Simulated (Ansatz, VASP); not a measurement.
**AlN in VASP and in Ansatz**

The input INCAR:

```
SYSTEM = AlN
  PREC = Accurate
  ENCUT = 520
  EDIFF = 1E-6
  ISMEAR = 0
  SIGMA = 0.05
  LREAL = .False.
  LASPH = .True.
  NELM = 80
  ALGO = Normal
  ISIF = 2
  LWAVE = .False.
  LCHARG = .True.
  GGA = PS
  LELF = .True.
  LVHAR = .True.
  NBANDS = 26
```

The input KPOINTS:

```
regular mesh
0
Gamma
  8 8 8
  0 0 0
```

Contents of POSCAR:

```
AlN
1.0
   -3.1135599857      0.0000000000      0.0000000000
    0.0000000000      5.3928440876      0.0000000000
    1.5567799928     -2.6964220438     -4.9833504711
Al N
4 4
Direct
    1.0105527308      0.3277655947      0.9984946880
    0.5105527308      0.8277655947      0.9984946880
    0.2379419572      0.9207290933      0.4984946880
    0.7379419572      0.4207290933      0.4984946880
    0.7981504140      0.1311996364      0.6165008612
    0.2981504140      0.6311996364      0.6165008612
    0.0683504472      0.7353012248      0.1165008612
    0.5683504472      0.2353012248      0.1165008612
```

Input for Ansatz:

```yaml
crystal:
  lattice:
    - [-3.1135599857, 0.0, 0.0]
    - [0.0, 5.3928440876, 0.0]
    - [1.5567799928, -2.6964220438, -4.9833504711]
  atoms:
    - { symbol: Al, position: [1.0105527308, 0.3277655947, 0.998494688] }
    - { symbol: Al, position: [0.5105527308, 0.8277655947, 0.998494688] }
    - { symbol: Al, position: [0.2379419572, 0.9207290933, 0.498494688] }
    - { symbol: Al, position: [0.7379419572, 0.4207290933, 0.498494688] }
    - { symbol: "N", position: [0.798150414, 0.1311996364, 0.6165008612] }
    - { symbol: "N", position: [0.298150414, 0.6311996364, 0.6165008612] }
    - { symbol: "N", position: [0.0683504472, 0.7353012248, 0.1165008612] }
    - { symbol: "N", position: [0.5683504472, 0.2353012248, 0.1165008612] }
basis:
  ecutwfc: 520.0
kpoints:
  mp_grid: { grid: [8, 8, 8] }
hamiltonian:
  xc: pbesol
  pseudopotentials: { kind: paw, azcp: { folder: soft_1 } }
scf:
  occupations: { method: gaussian, width: 0.05 }
output:
  forces: true
  stress: true
  eigenvalues: true
```

Change from the starting cell: mode 4 frozen in at -0.035 Å and mode 15 at -0.056 Å (largest displacements).

Alike in both runs: task single point; functional PBEsol; k mesh 8 × 8 × 8; occupations gaussian, width 0.05 eV; no spin polarisation.

```csv
,VASP,Ansatz
version,VASP 6.6.1,Ansatz 0.2.0
potentials or method,"VASP PAW PBE potentials, release 64 (Al, N), cutoff 520 eV","scalar-relativistic, plane waves, PAW"
valence electrons in the cell,32,32
```

```tsv
	VASP	Ansatz	Ansatz less VASP
gap on the k mesh at the Fermi level (eV)	4.07	4.06	-0.016
least direct gap on the mesh (eV)	4.07	4.06	-0.016
pressure (GPa)	0.9	0.9	-0.03
traceless stress, the component that is largest in VASP (GPa)	6.16	6.08	-0.086
rms of the force components (eV/Å)	0.595	0.590	-0.0052
```

VASP's potentials were made for PBE, not for PBEsol, and Ansatz warns of the same on its side. Atom by atom the forces differ by 0.005 eV/Å (rms over components).
